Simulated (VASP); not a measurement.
A run of VASP 6.6.1 is set up as follows.

File INCAR:

```
SYSTEM = Sr3CuH2
PREC = Accurate ; ENCUT = 520
EDIFF = 1E-6 ; ISMEAR = 0
SIGMA = 0.1 ; LREAL = .False.
LASPH = .True. ; NELM = 100
ALGO = Fast ; ISIF = 2
LWAVE = .False. ; LCHARG = .False.
GGA = PE ; NBANDS = 30
```

File KPOINTS:

```
regular mesh
0
Gamma
  6 6 12
  0 0 0
```

Contents of POSCAR:

```
Sr3CuH2
1.0
    6.9713849711      0.0000000000      0.0000000000
   -3.4856924856      6.0373964846      0.0000000000
    0.0000000000      0.0000000000      3.4127042031
Sr Cu H
3 1 2
Direct
    0.5000000000      0.0000000000      0.5000000000
    0.5000000000      0.5000000000      0.5000000000
    0.0000000000      0.5000000000      0.5000000000
    0.0000000000      0.0000000000      0.0000000000
    0.3333333333      0.6666666667      0.0000000000
    0.6666666667      0.3333333333      0.0000000000
```

Potentials or basis: VASP PAW PBE potentials, release 64 (Sr_sv, Cu, H).

The run is started by

```bash
$ cat potpaw_PBE.64/Sr_sv/POTCAR potpaw_PBE.64/Cu/POTCAR potpaw_PBE.64/H/POTCAR > POTCAR
$ mpirun -np 1 vasp_std > vasp.out
```

Task: What does it give for the pressure?

Result: 0.1 GPa.

Task: What does it give for the band gap on the k mesh?

Result: Zero (an odd number of electrons rules out a gap without spin polarisation).
